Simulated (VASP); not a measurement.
## As: relaxation of cell and atoms with r2SCAN

The system is As.

```
CELL_PARAMETERS angstrom
0.00000 2.91252 2.91252
2.91252 0.00000 2.91252
2.91252 2.91252 0.00000
ATOMIC_POSITIONS crystal
As 0.12500 0.12500 0.12500
As 0.87500 0.87500 0.87500
```

This isn't the form of As at room conditions, which is rhombohedral.

```json
{
  "Program": "VASP 6.6.1",
  "Task": "relaxation of cell and atoms",
  "Functional": "r2SCAN",
  "Potentials or basis": "VASP PAW PBE potentials, release 64 (As)",
  "Cutoff": "600 eV",
  "k mesh": "9 × 9 × 9",
  "Occupations": "fermi-dirac, width 0.1 eV",
  "Spin": "no spin polarisation",
  "Dipole correction": "no",
  "Further INCAR settings": "ALGO = Normal; EDIFF = 1e-06; IBRION = 2; EDIFFG = -0.01; NSW = 80; ISIF = 3"
}
```

The relaxed volume is 27.91 Å³/atom. The relaxed cell is a = 4.290 Å, b = 4.290 Å, c = 4.290 Å, α = 60.00°, β = 60.00°, γ = 60.00°, the space group after relaxing (to 0.1 Å) is Fd-3m (No. 227) and the energy gained by relaxing is 69.1 meV/atom. The ionic steps are 3 and the pressure after relaxing is 0.0 GPa. The band gap on the k mesh is zero (bands 5 and 6 overlap by 1.18 eV).

The path:
```
step  energy change (eV)  largest force (eV/Å)  pressure (GPa)  volume (Å³)
   1              0.0000                0.0000            7.52        49.41
   2             -0.1240                0.0000           -1.89        58.18
   3             -0.1381                0.0000            0.04        55.83
```

Final structure:
```cif
data_structure
_symmetry_space_group_name_H-M 'P 1'
_symmetry_Int_Tables_number 1
_cell_length_a 4.2899
_cell_length_b 4.2899
_cell_length_c 4.2899
_cell_angle_alpha 60.000
_cell_angle_beta 60.000
_cell_angle_gamma 60.000
_cell_volume 55.83
loop_
_atom_site_label
_atom_site_type_symbol
_atom_site_fract_x
_atom_site_fract_y
_atom_site_fract_z
_atom_site_occupancy
As1 As 0.12500 0.12500 0.12500 1
As2 As 0.87500 0.87500 0.87500 1
```

Levels at points of the mesh, in eV from the Fermi level:
```
           k point  band 1  band 2  band 3  band 4  band 5  band 6  band 7  band 8  band 9
(0.00, 0.00, 0.00)  -14.50   -6.01   -2.33   -2.33   -2.33    0.62    0.62    0.62    5.31
```

Wall time 92 s on 1 thread of Intel(R) Xeon(R) 6975P-C (Granite Rapids) (shared host), peak memory 0.23 GiB.

Caveat: the PAW data sets were made with another functional, which shifts forces and pressure a little.
